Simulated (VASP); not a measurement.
A run of VASP 6.6.1 is set up as follows.

File INCAR:

```
SYSTEM = TiSi2
ALGO = Normal ; EDIFF = 1E-7
EDIFFG = -0.01 ; ENCUT = 600
GGA = PE ; IBRION = 2
ISIF = 3 ; ISMEAR = 0
LASPH = .True. ; LCHARG = .False.
LREAL = .False. ; LWAVE = .False.
NELM = 60 ; NSW = 100
PREC = Accurate ; SIGMA = 0.1
```

The input KPOINTS:

```
k-points
0
Gamma
  14 14 10
  0 0 0
```

The input POSCAR:

```
TiSi2
1.0
    3.3897729487      0.0000000000      0.0000000000
    0.0000000000      3.3897729487      0.0000000000
    0.0000000000      0.0000000000      4.8682645266
Ti Si
1 2
Direct
    0.0000000000      0.0000000000      0.5000000000
    0.5000000000      0.5000000000      0.0000000000
    0.0000000000      0.0000000000      0.0000000000
```

Potentials or basis: VASP PAW PBE potentials, release 64 (Ti_sv, Si).

Command:

```sh
$ cat potpaw_PBE.64/Ti_sv/POTCAR potpaw_PBE.64/Si/POTCAR > POTCAR
$ mpirun -np 1 vasp_std > vasp.out
```

**Question.** What does it give for the relaxed volume?

**Answer.** 18.64 Å³/atom.

**Question.** Estimate the relaxed cell.

**Answer.** a = 3.395 Å, b = 3.395 Å, c = 4.850 Å, α = 90.00°, β = 90.00°, γ = 90.00°.

**Question.** What does it give for the band gap on the k mesh?

**Answer.** Zero (bands 10 and 11 overlap by 0.93 eV).

Final structure:
```cif
data_structure
_symmetry_space_group_name_H-M 'P 1'
_symmetry_Int_Tables_number 1
_cell_length_a 3.3955
_cell_length_b 3.3955
_cell_length_c 4.8504
_cell_angle_alpha 90.000
_cell_angle_beta 90.000
_cell_angle_gamma 90.000
_cell_volume 55.92
loop_
_atom_site_label
_atom_site_type_symbol
_atom_site_fract_x
_atom_site_fract_y
_atom_site_fract_z
_atom_site_occupancy
Ti1 Ti 0.00000 0.00000 0.50000 1
Si1 Si 0.50000 0.50000 0.00000 1
Si2 Si 0.00000 0.00000 0.00000 1
```
